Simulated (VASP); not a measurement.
Set up this calculation in VASP 6.6.1, as the native input.

```yaml
Task: single point
Functional: PBE
Dispersion: D3(BJ)
Potentials_or_basis: VASP PAW PBE potentials, release 64 (W_sv, Se)
Cutoff: 520 eV
k_mesh: 12 × 12 × 2
Occupations: gaussian, width 0.05 eV
Spin: no spin polarisation
Dipole_correction: no
Further_INCAR_settings: ALGO = Normal; EDIFF = 1e-06; NBANDS = 35
```

The structure of WSe2 lies in POSCAR:

```
WSe2
1.0
    3.2791854394      0.0000000000      0.0000000000
   -1.6395927197      2.8398578942      0.0000000000
    0.0000000000      0.0000000000     12.7881288370
W Se
2 4
Direct
    0.6666666667      0.3333333333      0.2499618226
    0.3333333333      0.6666666667      0.7500381774
    0.3333333333      0.6666666667      0.3816640774
    0.6666666667      0.3333333333      0.8817396248
    0.3333333333      0.6666666667      0.1182603752
    0.6666666667      0.3333333333      0.6183359226
```

These files were run (other wordings do the same):

INCAR

```
PREC     = Accurate       # precision mode
ENCUT    = 520            # plane-wave cutoff, eV
EDIFF    = 1E-6           # SCF threshold, eV
ISMEAR   = 0              # smearing method
SIGMA    = 0.05           # smearing width, eV
LREAL    = False          # projectors in reciprocal space
LASPH    = True           # aspherical terms in the spheres
NELM     = 100            # most SCF steps
ALGO     = Normal         # electronic algorithm
ISIF     = 2              # what is computed and relaxed
LWAVE    = False          # write WAVECAR
LCHARG   = True           # write CHGCAR
GGA      = PE             # functional
IVDW     = 12             # dispersion correction
LELF     = True           # ELF
LVHAR    = True         
NBANDS   = 35             # bands
```

KPOINTS

```
regular mesh
0
Gamma
  12 12 2
```

Potentials or basis: VASP PAW PBE potentials, release 64 (W_sv, Se).

Run with:

```bash
$ cat potpaw_PBE.64/W_sv/POTCAR potpaw_PBE.64/Se/POTCAR > POTCAR
$ mpirun -np 1 vasp_std > vasp.out
```

It gave:

```
Pressure                   : 0.3 GPa
Largest force              : 0.049 eV/Å
Band gap on the k mesh     : 0.89 eV (least direct gap 1.56 eV)
Dispersion energy per atom : -0.475 eV
```

Caveat: spin-orbit coupling is left out, which moves the levels of the heavy elements.

Run time: 3.1 min on 1 thread of AMD EPYC 7R43 64-Core Processor (Zen 3), with other jobs on the host, peak memory 0.27 GiB.
